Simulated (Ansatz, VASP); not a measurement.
**Hf: VASP beside Ansatz**

The input INCAR:

```
ALGO = Normal
EDIFF = 1E-6
ENCUT = 520
GGA = PS
ISIF = 2
ISMEAR = -1
LASPH = True
LCHARG = True
LELF = True
LREAL = False
LVHAR = True
LWAVE = False
NBANDS = 11
NELM = 80
PREC = Accurate
SIGMA = 0.05
```

The input KPOINTS:

```
k-points
0
Gamma
  9 9 9
```

POSCAR

```
Hf
1.0
    0.0111000000      2.2200000000      2.2200000000
    2.2200000000      0.0111000000      2.2200000000
    2.2311000000      2.2311000000      0.0000000000
Hf
1
Direct
    0.0000000000      0.0000000000      0.0000000000
```

The input input.yaml:

```yaml
crystal:
  lattice:
    - [0.0111, 2.22, 2.22]
    - [2.22, 0.0111, 2.22]
    - [2.2311, 2.2311, 0.0]
  atoms:
    - { symbol: Hf, position: [0.0, 0.0, 0.0] }
hamiltonian:
  xc: pbesol
  pseudopotentials: { kind: paw }
kpoints:
  mp_grid: { grid: [9, 9, 9] }
  band_path:
    path:
      - [[0.0, 0.0, 0.0], [0.373753125, -0.373753125, 0.0], [0.25000625, -0.4975, -0.24749375], [0.0, -0.5, -0.5], [0.25, -0.25, -0.5], [0.5, 0.0, 0.0], [0.626246875, 0.373753125, 0.0], [0.5, 0.5, 0.0], [0.0, 0.0, 0.0], [-0.376253125, -0.376253125, -0.75250625], [0.0, 0.0, -0.5], [0.25, -0.25, -0.5]]
      - [[-0.25000625, -0.5025, -0.75250625], [-0.376253125, -0.376253125, -0.75250625]]
      - [[0.376253125, 0.376253125, -0.24749375], [0.5, 0.5, 0.0]]
    npoints: 14
scf:
  occupations: { method: fermi_dirac, width: 0.05 }
  n_extra_bands: 6
output:
  forces: true
  stress: true
  eigenvalues: true
  fatbands: true
  write_density: true
  write_potential: true
  elf: true
  volumetric_format: npy
```

Alike in both runs: functional PBEsol; k mesh 9 × 9 × 9; occupations fermi-dirac, width 0.05 eV; no spin polarisation.

```csv
,VASP,Ansatz
version,VASP 6.6.1,Ansatz 0.2.0
potentials or method,"VASP PAW PBE potentials, release 64 (Hf_pv)",Ansatz PAW
plane-wave cutoff (eV),520,420
valence electrons in the cell,10,26
task,single point,band structure
```

|  | VASP | Ansatz | Ansatz less VASP |
| --- | --- | --- | --- |
| gap on the k mesh at the Fermi level (eV) | none | none | - |
| pressure (GPa) | -1.3 | -1.0 | +0.38 |
| traceless stress, the component that is largest in VASP (GPa) | -0.57 | -0.57 | -0.002 |

VASP's potentials were made for PBE, not for PBEsol. A gap of «none» marks a metal or a gap that the smearing closes. VASP's potentials hold 10 valence electrons a cell and Ansatz's 26, so a difference there can come from the potentials and not from the codes.

Spin-orbit coupling is off throughout.
